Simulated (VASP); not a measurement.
# RbCl (Immm) in VASP: notebook

Runs on RbCl. Level: PBE. Tasks: single point.

All numbers are computed with VASP 6.6.1; they aren't measurements. Logs are shortened: lines on timing, memory, paths and dates and some standing lists are left out, and cuts for length are marked.

### Step 1. The cell of the first run

Symmetry: Immm, No. 71, orthorhombic system. Conventional cell: a = 4.584 Å, b = 4.676 Å, c = 6.548 Å, α = 90.00°, β = 90.00°, γ = 90.00°. Within 4.3 Å of Rb (site symmetry mmm) lie 6 Cl at 3.27 Å. Within 4.3 Å of Cl (site symmetry mmm) lie 6 Rb at 3.27 Å.

### Step 2. Single point, PBE (strain -0.0200 x Voigt [0, 0, 0, 0, 0, 1])

INCAR reads:

```
ALGO = Normal ; EDIFF = 1E-6
ENCUT = 500 ; GGA = PE
GGA_COMPAT = F ; ISIF = 2
ISMEAR = 0 ; LASPH = T
LCHARG = F ; LREAL = F
LWAVE = F ; NBANDS = 15
NELM = 120 ; PREC = Accurate
SIGMA = 0.05
```

KPOINTS reads:

```
k-points
0
Gamma
  6 6 6
```

POSCAR reads:

```
RbCl
1.0
   -0.0327400000      3.2740000000      3.2740000000
    3.2740000000     -0.0327400000      3.2740000000
    3.2412600000      3.2412600000      0.0000000000
Rb Cl
1 1
Direct
    0.0000000000      0.0000000000      0.0000000000
    0.5000000000      0.5000000000      0.5000000000
```

Potentials or basis: VASP PAW PBE potentials, release 64 (Rb_sv, Cl).

Launch:

```bash
$ cat potpaw_PBE.64/Rb_sv/POTCAR potpaw_PBE.64/Cl/POTCAR > POTCAR
$ mpirun -np 1 vasp_std > vasp.out
```

OUTCAR:

```text
EDIFF = 1E-6
   ENCUT = 500
   GGA = PE
   ISIF = 2
   ISMEAR = 0
   LASPH = T
   LREAL = F
   NELM = 120
   PREC = Accurate

 ion  position               nearest neighbor table
   1  0.000  0.000  0.000-   2 3.27   2 3.27   2 3.27   2 3.27   2 3.27   2 3.27
   2  0.500  0.500  0.500-   1 3.27   1 3.27   1 3.27   1 3.27   1 3.27   1 3.27

  LATTYP: Found a body centered orthorhombic cell.
 ALAT       =     4.5838338512
 B/A-ratio  =     1.0202020202
 C/A-ratio  =     1.4284985479

  Lattice vectors:

 A1 = (   0.0327400000,  -3.2740000000,  -3.2740000000)
 A2 = (  -0.0327400000,   3.2740000000,  -3.2740000000)
 A3 = (   3.2740000000,  -0.0327400000,   3.2740000000)

Analysis of symmetry for initial positions (statically):
=====================================================================
 Subroutine PRICEL returns:
 Original cell was already a primitive cell.

 Routine SETGRP: Setting up the symmetry group for a
 body centered orthorhombic supercell.

 Subroutine GETGRP returns: Found  8 space group operations
 (whereof  8 operations were pure point group operations)
 out of a pool of  8 trial point group operations.

The static configuration has the point symmetry D_2h.

Analysis of symmetry for dynamics (positions and initial velocities):
=====================================================================
 Subroutine PRICEL returns:
 Original cell was already a primitive cell.

 Routine SETGRP: Setting up the symmetry group for a
 body centered orthorhombic supercell.

 Subroutine GETGRP returns: Found  8 space group operations
 (whereof  8 operations were pure point group operations)
 out of a pool of  8 trial point group operations.

The dynamic configuration has the point symmetry D_2h.

 Subroutine INISYM returns: Found  8 space group operations
 (whereof  8 operations are pure point group operations),
 and found     1 'primitive' translations

----------------------------------------------------------------------------------------

                                     Primitive cell

  volume of cell :      70.1815

  direct lattice vectors                    reciprocal lattice vectors
    -0.032740000  3.274000000  3.274000000    -0.151206324  0.151206324  0.152718387
     3.274000000 -0.032740000  3.274000000     0.151206324 -0.151206324  0.152718387
     3.241260000  3.241260000  0.000000000     0.154260997  0.154260997 -0.152718387

  length of vectors
     4.630250955  4.630250955  4.583833851     0.262772926  0.262772926  0.266300237

  position of ions in fractional coordinates (direct lattice)
     0.000000000  0.000000000  0.000000000
     0.500000000  0.500000000  0.500000000

  ion indices of the primitive-cell ions
   primitive index   ion index
                 1           1
                 2           2

----------------------------------------------------------------------------------------

 KPOINTS: k-points

Automatic generation of k-mesh.
 Grid dimensions read from file:
 generate k-points for:    6    6    6

 Generating k-lattice:

  Cartesian coordinates                     Fractional coordinates (reciprocal lattice)
    -0.025201054  0.025201054  0.025453065     0.166666667 -0.000000000  0.000000000
     0.025201054 -0.025201054  0.025453065    -0.000000000  0.166666667  0.000000000
     0.025710166  0.025710166 -0.025453065     0.000000000  0.000000000  0.166666667

  Length of vectors
     0.043795488  0.043795488  0.044383373

  Shift w.r.t. Gamma in fractional coordinates (k-lattice)
     0.000000000  0.000000000  0.000000000

 Subroutine IBZKPT returns following result:
 ===========================================

 Found     46 irreducible k-points:

 Following reciprocal coordinates:
            Coordinates               Weight
  0.000000  0.000000  0.000000      1.000000
  0.166667 -0.000000  0.000000      4.000000
  0.333333 -0.000000  0.000000      4.000000
  0.500000 -0.000000  0.000000      2.000000
  0.166667  0.166667  0.000000      2.000000
  0.333333  0.166667  0.000000      4.000000
[... 16 lines left out ...]
 -0.166667  0.333333  0.166667      4.000000
  0.500000  0.500000  0.166667      4.000000
 [... further k-points ...]
   k-points           NKPTS =     46   k-points in BZ     NKDIM =     46   number of bands    NBANDS=     15
   number of dos      NEDOS =    301   number of ions     NIONS =      2
   total plane-waves  NPLWV =  46656
   dimension x,y,z NGX =    36 NGY =   36 NGZ =   36
   dimension x,y,z NGXF=    72 NGYF=   72 NGZF=   72
   ions per type =               1   1
   NGX,Y,Z   is equivalent  to a cutoff of  12.93, 12.93, 13.06 a.u.
   NGXF,Y,Z  is equivalent  to a cutoff of  25.85, 25.85, 26.11 a.u.
 SYSTEM =  unknown system
   PREC   = accura    normal or accurate (medium, high low for compatibility)
   ISTART =      0    job   : 0-new  1-cont  2-samecut
   ICHARG =      2    charge: 1-file 2-atom 10-const
   ISPIN  =      1    spin polarized calculation?
   LNONCOLLINEAR =      F non collinear calculations
   LSORBIT =      F    spin-orbit coupling
   LASPH  =      T    aspherical Exc in radial PAW
   ENCUT  =  500.0 eV  36.75 Ry    6.06 a.u.   8.44  8.44  8.36*2*pi/ulx,y,z
   NELM   =    120;   NELMIN=  2; NELMDL= -5     # of ELM steps
   EDIFF  = 0.1E-05   stopping-criterion for ELM
   LREAL  =      F    real-space projection
[... 7 lines left out ...]
   TEBEG  =    0.0;   TEEND  =   0.0 temperature during run
   PSTRESS=    0.0 pullay stress
   NELECT =      16.0000    total number of electrons
   NUPDOWN=      -1.0000    fix difference up-down
   EMIN   =  10.00;   EMAX   =-10.00  energy-range for DOS
   EFERMI =   0.00;   METHOD = LEGACY
   ISMEAR =     0;   SIGMA  =   0.05  broadening in eV -4-tet -1-fermi 0-gaus
   EFERMI_NEDOS =   21; number of points for ismear=-14 and -15
   IALGO  =     38    algorithm
   IMIX   =      4    mixing-type and parameters
     AMIX     =   0.40;   BMIX     =  1.00
     AMIX_MAG =   1.60;   BMIX_MAG =  1.00
  volume/ion in A,a.u.               =      35.09       236.80
  Fermi-wavevector in a.u.,A,eV,Ry     =   1.000094  1.889903 13.608372  1.000187
  Thomas-Fermi vector in A             =   2.132427
   LORBIT       =      0    0 simple, 1 ext, 2 COOP (PROOUT), +10 PAW based schemes
   GGA     = PE    functional components
   LHFCALC =     F    Hartree Fock is set to
   AEXX    =    0.0000 exact exchange contribution
   IVDW    =     0    specifies the selected vdW correction
   LEPSILON=     F    determine dielectric tensor
   LRPA    =     F    only Hartree local field effects (RPA)
 non-spin polarized calculation
 Gauss-broadening in eV      SIGMA  =   0.05
  energy-cutoff  :      500.00
  volume of cell :       70.18
 maximum number of plane-waves:      1811
 NGX is ok and might be reduce to    36
   NGX = 17   NGY = 17   NGZ = 17

 number of electron      16.0000001 magnetization

 Free energy of the ion-electron system (eV)
  ---------------------------------------------------
  ext. energy  EPLUGINS =         0.00000000
  ---------------------------------------------------
  free energy    TOTEN  =        -6.65766503 eV

  energy without entropy =       -6.65766503  energy(sigma->0) =       -6.65766503

 E-fermi :  -1.5028     XC(G=0):  -7.4140

 val. band max:       -1.8062321915   @ k =   0.0000   0.0000   0.0000
 cond. band min:       3.2264038850   @ k =   0.0000   0.0000   0.0000
 fundamental gap:      5.0326360764
 Fermi energy:        -1.5028300337

 k-point     1 :       0.0000    0.0000    0.0000
  band No.  band energies     occupation
      1     -25.7073      2.00000
      2     -13.8315      2.00000
      3      -9.7572      2.00000
      4      -9.7560      2.00000
      5      -9.7545      2.00000
      6      -1.8315      2.00000
      7      -1.8197      2.00000
      8      -1.8062      2.00000
      9       3.2264      0.00000
     10       6.1018      0.00000
     11       6.1840      0.00000
     12       6.2677      0.00000
     13       7.1779      0.00000
     14       7.1800      0.00000
     15      10.3381      0.00000

 k-point     2 :       0.1667   -0.0000    0.0000
  band No.  band energies     occupation
      1     -25.7032      2.00000
      2     -13.8494      2.00000
      3      -9.7588      2.00000
      4      -9.7580      2.00000
      5      -9.7468      2.00000
      6      -2.0884      2.00000
      7      -1.9155      2.00000
      8      -1.8959      2.00000
      9       3.8492      0.00000
     10       5.9837      0.00000
     11       6.4998      0.00000
     12       6.6133      0.00000
     13       7.5917      0.00000
     14       7.5991      0.00000
     15      11.3708      0.00000

 k-point     3 :       0.3333   -0.0000    0.0000
  band No.  band energies     occupation
      1     -25.6948      2.00000
      2     -13.8848      2.00000
      3      -9.7649      2.00000
      4      -9.7637      2.00000
      5      -9.7269      2.00000
      6      -2.5200      2.00000
      7      -2.0891      2.00000
      8      -2.0652      2.00000
      9       5.1877      0.00000
     10       6.0080      0.00000
     11       7.4439      0.00000
     12       7.5660      0.00000
     13       8.6421      0.00000
     14       8.6682      0.00000
     15      11.0945      0.00000
[... 343 lines left out ...]
 k-point    23 :      -0.1667    0.3333    0.1667
  band No.  band energies     occupation
      1     -25.6895      2.00000
      2     -13.8471      2.00000
      3      -9.8748      2.00000
      4      -9.8445      2.00000
      5      -9.7533      2.00000
      6      -2.4005      2.00000
      7      -2.0947      2.00000
      8      -1.9814      2.00000
      9       5.3673      0.00000
     10       5.7458      0.00000
     11       7.8155      0.00000
     12       8.5276      0.00000
     13       8.7580      0.00000
     14       9.0421      0.00000
     15       9.9333      0.00000

 k-point    24 :       0.5000    0.5000    0.1667
  band No.  band energies     occupation
      1     -25.6863      2.00000
      2     -13.8113      2.00000
      3      -9.9606      2.00000
      4      -9.8430      2.00000
      5      -9.8328      2.00000
      6      -2.2196      2.00000
      7      -2.0414      2.00000
      8      -2.0007      2.00000
      9       4.8243      0.00000
     10       6.3008      0.00000
     11       7.8734      0.00000
     12       8.5362      0.00000
     13       8.6380      0.00000
     14       9.4755      0.00000
     15      10.0879      0.00000

 [... further k-points ...]
[... 5 lines left out ...]
  --------------------------------------------------------------------------------------
  -------------------------------------------------------------------------------------
  Total        0.5036800      0.5036800      0.5029113      0.0406346      0.0000000      0.0000000
  in kB       11.4985390     11.4985390     11.4809923      0.9276506      0.0000000      0.0000000
  external PRESSURE =      11.4926901 kB  Pullay stress =       0.0000000 kB

 VOLUME and BASIS-vectors are now :
 -----------------------------------------------------------------------------
  energy-cutoff  :      500.00
  volume of cell :       70.18
      direct lattice vectors                 reciprocal lattice vectors
    -0.032740000  3.274000000  3.274000000    -0.151206324  0.151206324  0.152718387
     3.274000000 -0.032740000  3.274000000     0.151206324 -0.151206324  0.152718387
     3.241260000  3.241260000  0.000000000     0.154260997  0.154260997 -0.152718387

 POSITION                                       TOTAL-FORCE (eV/Angst)
 -----------------------------------------------------------------------------------
      0.00000      0.00000      0.00000         0.000000      0.000000     -0.000000
      3.24126      3.24126      3.27400         0.000000      0.000000      0.000000
 -----------------------------------------------------------------------------------
    total drift:                                0.000000      0.000000      0.000000

  FREE ENERGIE OF THE ION-ELECTRON SYSTEM (eV)
  ---------------------------------------------------
  free  energy   TOTEN  =        -6.6576650346 eV

  energy  without entropy=       -6.6576650346  energy(sigma->0) =       -6.65766503
```

Run time: 17 s. Hardware: 1 thread of Intel Xeon 6975P-C (Granite Rapids), shared host; peak memory 0.21 GiB.

What came out:

```yaml
Free_energy: -6.6577 eV
Pressure: 1.1 GPa
Band_gap_on_the_k_mesh: 5.03 eV, direct
```

Levels at points of the mesh, in eV from the valence-band top:
```
           k point  band 6  band 7  band 8  band 9  band 10  band 11
(0.00, 0.00, 0.00)   -0.03   -0.01    0.00    5.03     7.91     7.99
(0.50, 0.00, 0.00)   -0.90   -0.37   -0.34    7.78     7.99    10.11
(0.50, 0.50, 0.00)   -0.33   -0.13   -0.10    6.18     8.12     9.79
(0.00, 0.00, 0.50)   -0.90   -0.39   -0.37    7.80     8.05    10.16
(0.50, 0.00, 0.50)   -0.33   -0.11   -0.11    6.18     8.12     9.79
```

Caveat: the cell differs from its parent crystal (strain -0.0200 x Voigt [0, 0, 0, 0, 0, 1]).

### Step 3. Single point, PBE (strain +0.0150 x Voigt [0, 0, 0, 0, 0, 1])

INCAR reads:

```
SYSTEM = RbCl
ALGO = Normal ; EDIFF = 1E-6
ENCUT = 500 ; GGA = PE
GGA_COMPAT = .False. ; ISIF = 2
ISMEAR = 0 ; LASPH = .True.
LCHARG = .False. ; LREAL = .False.
LWAVE = .False. ; NBANDS = 15
NELM = 120 ; PREC = Accurate
SIGMA = 0.05
```

KPOINTS reads:

```
k-points
0
Gamma
  6 6 6
  0 0 0
```

POSCAR reads:

```
RbCl
1.0
    0.0245550000      3.2740000000      3.2740000000
    3.2740000000      0.0245550000      3.2740000000
    3.2985550000      3.2985550000      0.0000000000
Rb Cl
1 1
Direct
    0.0000000000      0.0000000000      0.0000000000
    0.5000000000      0.5000000000      0.5000000000
```

Potentials or basis: VASP PAW PBE potentials, release 64 (Rb_sv, Cl).

Launch:

```bash
$ cat potpaw_PBE.64/Rb_sv/POTCAR potpaw_PBE.64/Cl/POTCAR > POTCAR
$ mpirun -np 1 vasp_std > vasp.out
```

Run time: 18 s. Hardware: 1 thread of Intel Xeon 6975P-C (Granite Rapids), shared host; peak memory 0.22 GiB.

It converged, with:

| Item | Value |
| --- | --- |
| Free energy | -6.6579 eV |
| Pressure | 1.1 GPa |
| Band gap on the k mesh | 5.04 eV, direct |

Stress tensor (GPa, compression positive):
```
 1.15 -0.07  0.00
-0.07  1.15  0.00
 0.00  0.00  1.15
```

Levels at points of the mesh, in eV from the valence-band top:
| k point | band 6 | band 7 | band 8 | band 9 | band 10 | band 11 |
| --- | --- | --- | --- | --- | --- | --- |
| (0.00, 0.00, 0.00) | -0.02 | -0.01 | 0.00 | 5.04 | 7.93 | 7.99 |
| (0.50, 0.00, 0.00) | -0.89 | -0.38 | -0.36 | 7.80 | 8.04 | 10.17 |
| (0.50, 0.50, 0.00) | -0.33 | -0.12 | -0.10 | 6.19 | 8.13 | 9.79 |
| (0.00, 0.00, 0.50) | -0.90 | -0.36 | -0.34 | 7.79 | 8.00 | 10.14 |
| (0.50, 0.00, 0.50) | -0.33 | -0.11 | -0.11 | 6.19 | 8.13 | 9.79 |

Caveat: the cell differs from its parent crystal (strain +0.0150 x Voigt [0, 0, 0, 0, 0, 1]).
